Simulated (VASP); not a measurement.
Here is a VASP 6.6.1 calculation.

INCAR

```
PREC = Accurate
ENCUT = 520
EDIFF = 1E-7
ISMEAR = -1
SIGMA = 0.1
LREAL = F
LASPH = T
NELM = 80
ALGO = Normal
ISIF = 2
LWAVE = F
LCHARG = F
GGA = CA
NBANDS = 24
```

The input KPOINTS:

```
Automatic mesh
0
Gamma
  4 4 4
```

The input POSCAR:

```
RbTeO3
1.0
    4.0527900675      0.0000000000      0.0000000000
    0.0000000000      4.0527900675      0.0000000000
    0.0000000000      0.0000000000      4.0527900675
Rb Te O
1 1 3
Direct
    0.0000000000      0.0000000000      0.0000000000
    0.5000000000      0.5000000000      0.5000000000
    0.5000000000      0.5000000000      0.0000000000
    0.0000000000      0.5000000000      0.5000000000
    0.5000000000      0.0000000000      0.5000000000
```

Potentials or basis: VASP PAW LDA potentials, release 64 (Rb_sv, Te, O).

Launch:

```sh
$ cat potpaw_LDA.64/Rb_sv/POTCAR potpaw_LDA.64/Te/POTCAR potpaw_LDA.64/O/POTCAR > POTCAR
$ mpirun -np 1 vasp_std > vasp.out
```

What does it give for the band gap on the k mesh?

Zero (an odd number of electrons rules out a gap without spin polarisation).

What does it give for the pressure?

3.3 GPa.

Caveat: the k points lie up to 0.39 Å⁻¹ apart, too coarse for converged energies and pressures of a metal; spin-orbit coupling is left out, which moves the levels of the heavy elements; an odd number of electrons without spin polarisation forces a metal; a magnetic or distorted state may lie lower.
